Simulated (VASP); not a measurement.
# PbS (CsCl type) (Pm-3m) in VASP: a series of runs

PbS (CsCl type) is run at these levels: PBE; tasks: single point, relaxation of cell and atoms.

All numbers are computed with VASP 6.6.1; they aren't measurements. Logs are shortened: lines on timing, memory, paths and dates and some standing lists are left out, and cuts for length are marked.

## 1. The cell of the first run

The structure is cubic, space group Pm-3m (No. 221). The conventional cell has a = 3.478 Å, b = 3.478 Å, c = 3.478 Å, α = 90.00°, β = 90.00°, γ = 90.00°. Within 4.0 Å of Pb (site symmetry m-3m) lie 8 S at 3.01 Å and 6 Pb at 3.48 Å. Within 4.0 Å of S (site symmetry m-3m) lie 8 Pb at 3.01 Å and 6 S at 3.48 Å.

## 2. Single point, PBE

The input, INCAR:

```
ALGO = Normal
EDIFF = 1E-7
ENCUT = 520
GGA = PE
ISIF = 2
ISMEAR = -1
LASPH = T
LCHARG = F
LREAL = F
LWAVE = F
NBANDS = 17
NELM = 60
PREC = Accurate
SIGMA = 0.05
```

The input, KPOINTS:

```
k-points
0
Gamma
  12 12 12
```

The input, POSCAR:

```
PbS
1.0
    3.4783557198      0.0000000000      0.0000000000
    0.0000000000      3.4783557198      0.0000000000
    0.0000000000      0.0000000000      3.4783557198
Pb S
1 1
Direct
    0.0000000000      0.0000000000      0.0000000000
    0.5000000000      0.5000000000      0.5000000000
```

Potentials or basis: VASP PAW PBE potentials, release 64 (Pb_d, S).

Command:

```bash
> cat potpaw_PBE.64/Pb_d/POTCAR potpaw_PBE.64/S/POTCAR > POTCAR
> mpirun -np 1 vasp_std > vasp.out
```

OUTCAR:

```text
EDIFF = 1E-7
   ENCUT = 520
   GGA = PE
   ISIF = 2
   ISMEAR = -1
   LASPH = T
   LREAL = F
   NELM = 60
   PREC = Accurate

 ion  position               nearest neighbor table
   1  0.000  0.000  0.000-   2 3.01   2 3.01   2 3.01   2 3.01   2 3.01   2 3.01   2 3.01   2 3.01

   2  0.500  0.500  0.500-   1 3.01   1 3.01   1 3.01   1 3.01   1 3.01   1 3.01   1 3.01   1 3.01

  LATTYP: Found a simple cubic cell.
 ALAT       =     3.4783557198

  Lattice vectors:

 A1 = (   3.4783557198,   0.0000000000,   0.0000000000)
 A2 = (   0.0000000000,   3.4783557198,   0.0000000000)
 A3 = (   0.0000000000,   0.0000000000,   3.4783557198)

Analysis of symmetry for initial positions (statically):
=====================================================================
 Subroutine PRICEL returns:
 Original cell was already a primitive cell.

 Routine SETGRP: Setting up the symmetry group for a
 simple cubic supercell.

 Subroutine GETGRP returns: Found 48 space group operations
 (whereof 48 operations were pure point group operations)
 out of a pool of 48 trial point group operations.

The static configuration has the point symmetry O_h .

Analysis of symmetry for dynamics (positions and initial velocities):
=====================================================================
 Subroutine PRICEL returns:
 Original cell was already a primitive cell.

 Routine SETGRP: Setting up the symmetry group for a
 simple cubic supercell.

 Subroutine GETGRP returns: Found 48 space group operations
 (whereof 48 operations were pure point group operations)
 out of a pool of 48 trial point group operations.

The dynamic configuration has the point symmetry O_h .

 Subroutine INISYM returns: Found 48 space group operations
 (whereof 48 operations are pure point group operations),
 and found     1 'primitive' translations

----------------------------------------------------------------------------------------

                                     Primitive cell

  volume of cell :      42.0845

  direct lattice vectors                    reciprocal lattice vectors
     3.478355720  0.000000000  0.000000000     0.287492160  0.000000000  0.000000000
     0.000000000  3.478355720  0.000000000     0.000000000  0.287492160  0.000000000
     0.000000000  0.000000000  3.478355720     0.000000000  0.000000000  0.287492160

[... 79 lines left out ...]
   LSORBIT =      F    spin-orbit coupling
   LASPH  =      T    aspherical Exc in radial PAW
   ENCUT  =  520.0 eV  38.22 Ry    6.18 a.u.   6.47  6.47  6.47*2*pi/ulx,y,z
   NELM   =     60;   NELMIN=  2; NELMDL= -5     # of ELM steps
   EDIFF  = 0.1E-06   stopping-criterion for ELM
   LREAL  =      F    real-space projection
   EDIFFG = 0.1E-05   stopping-criterion for IOM
   NSW    =      0    number of steps for IOM
   IBRION =     -1    ionic relax: 0-MD 1-quasi-New 2-CG
   NFREE  =      0    steps in history (QN), initial steepest desc. (CG)
   ISIF   =      2    stress and relaxation
   ISYM   =      2    0-nonsym 1-usesym 2-fastsym
   POTIM  = 0.5000    time-step for ionic-motion
   TEBEG  =    0.0;   TEEND  =   0.0 temperature during run
   PSTRESS=    0.0 pullay stress
   NELECT =      20.0000    total number of electrons
   NUPDOWN=      -1.0000    fix difference up-down
   EMIN   =  10.00;   EMAX   =-10.00  energy-range for DOS
   EFERMI =   0.00;   METHOD = LEGACY
   ISMEAR =    -1;   SIGMA  =   0.05  broadening in eV -4-tet -1-fermi 0-gaus
   EFERMI_NEDOS =   21; number of points for ismear=-14 and -15
   IALGO  =     38    algorithm
   IMIX   =      4    mixing-type and parameters
     AMIX     =   0.40;   BMIX     =  1.00
     AMIX_MAG =   1.60;   BMIX_MAG =  1.00
  volume/ion in A,a.u.               =      21.04       142.00
  Fermi-wavevector in a.u.,A,eV,Ry     =   1.277549  2.414217 22.206490  1.632131
  Thomas-Fermi vector in A             =   2.410142
   LORBIT       =      0    0 simple, 1 ext, 2 COOP (PROOUT), +10 PAW based schemes
   GGA     = PE    functional components
   LHFCALC =     F    Hartree Fock is set to
   AEXX    =    0.0000 exact exchange contribution
   IVDW    =     0    specifies the selected vdW correction
   LEPSILON=     F    determine dielectric tensor
   LRPA    =     F    only Hartree local field effects (RPA)
 non-spin polarized calculation
  energy-cutoff  :      520.00
  volume of cell :       42.08
 maximum number of plane-waves:      1149
 NGX is ok and might be reduce to    28
   NGX = 13   NGY = 13   NGZ = 13

 number of electron      20.0000001 magnetization

 Free energy of the ion-electron system (eV)
  ---------------------------------------------------
  ext. energy  EPLUGINS =         0.00000000
  ---------------------------------------------------
  free energy    TOTEN  =        -8.05683484 eV

  energy without entropy =       -8.04964339  energy(sigma->0) =       -8.05323912

 E-fermi :   7.9324     XC(G=0): -10.9030

 val. band max:        7.9175439676   @ k =   0.5000   0.4167   0.3333
 cond. band min:       7.9379701020   @ k =   0.5000   0.4167   0.4167
 fundamental gap:      0.0204261344
 Fermi energy:         7.9323577264

 k-point     1 :       0.0000    0.0000    0.0000
  band No.  band energies     occupation
      1      -9.0141      2.00000
      2      -9.0141      2.00000
      3      -8.6875      2.00000
      4      -8.6875      2.00000
      5      -8.6875      2.00000
      6      -6.3570      2.00000
[... 457 lines left out ...]
      4      -8.7457      2.00000
      5      -8.6676      2.00000
      6      -3.9781      2.00000
[... 9 lines left out ...]
     16      19.2929      0.00000
     17      19.7077      0.00000

 [... further k-points ...]

------------------------ aborting loop because EDIFF is reached ----------------------------------------

  FORCE on cell =-STRESS in cart. coord.  units (eV):
  Direction    XX          YY          ZZ          XY          YZ          ZX
  --------------------------------------------------------------------------------------
  -------------------------------------------------------------------------------------
  Total        2.8659318      2.8659318      2.8659318      0.0000000      0.0000000      0.0000000
  in kB      109.1074614    109.1074614    109.1074614      0.0000000      0.0000000      0.0000000
  external PRESSURE =     109.1074614 kB  Pullay stress =       0.0000000 kB

 VOLUME and BASIS-vectors are now :
 -----------------------------------------------------------------------------
  energy-cutoff  :      520.00
  volume of cell :       42.08
      direct lattice vectors                 reciprocal lattice vectors
     3.478355720  0.000000000  0.000000000     0.287492160  0.000000000  0.000000000
     0.000000000  3.478355720  0.000000000     0.000000000  0.287492160  0.000000000
     0.000000000  0.000000000  3.478355720     0.000000000  0.000000000  0.287492160

 POSITION                                       TOTAL-FORCE (eV/Angst)
 -----------------------------------------------------------------------------------
      0.00000      0.00000      0.00000         0.000000      0.000000      0.000000
      1.73918      1.73918      1.73918         0.000000      0.000000      0.000000
 -----------------------------------------------------------------------------------
    total drift:                               -0.000000      0.000000      0.000000

  FREE ENERGIE OF THE ION-ELECTRON SYSTEM (eV)
  ---------------------------------------------------
  free  energy   TOTEN  =        -8.0568348436 eV

  energy  without entropy=       -8.0496433892  energy(sigma->0) =       -8.05323912
```

It took 22 s on 1 thread of Intel Xeon 6975P-C (Granite Rapids), shared host; peak memory 0.19 GiB.

What came out:

| Quantity | Value |
| --- | --- |
| Free energy | -8.0568 eV |
| Pressure | 10.9 GPa |
| Band gap on the k mesh | zero (bands 10 and 11 overlap by 1.19 eV) |

Caveat: the cell stands under pressure; spin-orbit coupling is left out, which moves the levels of the heavy elements.

## 3. Relaxation of cell and atoms, PBE, target pressure 11 GPa, at which the enthalpy is minimised

The input, INCAR:

```
SYSTEM = PbS
ALGO = Normal
EDIFF = 1E-6
EDIFFG = -0.005
ENCUT = 600
GGA = PE
IBRION = 2
ISIF = 3
ISMEAR = -1
LASPH = .True.
LCHARG = .False.
LREAL = .False.
LWAVE = .False.
NELM = 80
NSW = 32
PREC = Accurate
PSTRESS = 110.0
SIGMA = 0.05
```

The input, KPOINTS:

```
k-points
0
Gamma
  12 12 12
  0 0 0
```

POSCAR is that of step 2.

Potentials or basis: VASP PAW PBE potentials, release 64 (Pb_d, S).

Command:

```bash
> cat potpaw_PBE.64/Pb_d/POTCAR potpaw_PBE.64/S/POTCAR > POTCAR
> mpirun -np 1 vasp_std > vasp.out
```

It took 18 s on 1 thread of Intel Xeon 6975P-C (Granite Rapids), shared host; peak memory 0.2 GiB.

The run converged. Its results:

```yaml
Free_energy: -8.0570 eV
Pressure_after_relaxing: 11.0 GPa
Band_gap_on_the_k_mesh: zero (bands 10 and 11 overlap by 1.19 eV)
```

Final structure:
```
Pb S
1.0
     3.47836    0.00000    0.00000
     0.00000    3.47836    0.00000
     0.00000    0.00000    3.47836
Pb S
1 1
Direct
  0.00000 0.00000 0.00000
  0.50000 0.50000 0.50000
```

Levels at points of the mesh, in eV from the Fermi level:
```tsv
k point	band 7	band 8	band 9	band 10	band 11	band 12	band 13	band 14
(0.00, 0.00, 0.00)	-6.27	-2.04	-2.04	-2.04	5.27	5.27	7.69	7.69
(0.50, 0.00, 0.00)	-9.69	-0.65	-0.65	0.28	0.52	4.18	4.18	6.26
(0.50, 0.50, 0.00)	-7.29	-5.39	-5.39	-0.47	4.75	4.75	6.91	7.41
(0.50, 0.50, 0.50)	-5.49	-2.93	-2.93	-2.93	-0.90	-0.90	-0.90	15.26
```

Caveat: the relaxation stopped at its first step, so nothing moved; the cell is relaxed towards a set pressure, so the run minimises the enthalpy, not the energy; spin-orbit coupling is left out, which moves the levels of the heavy elements.
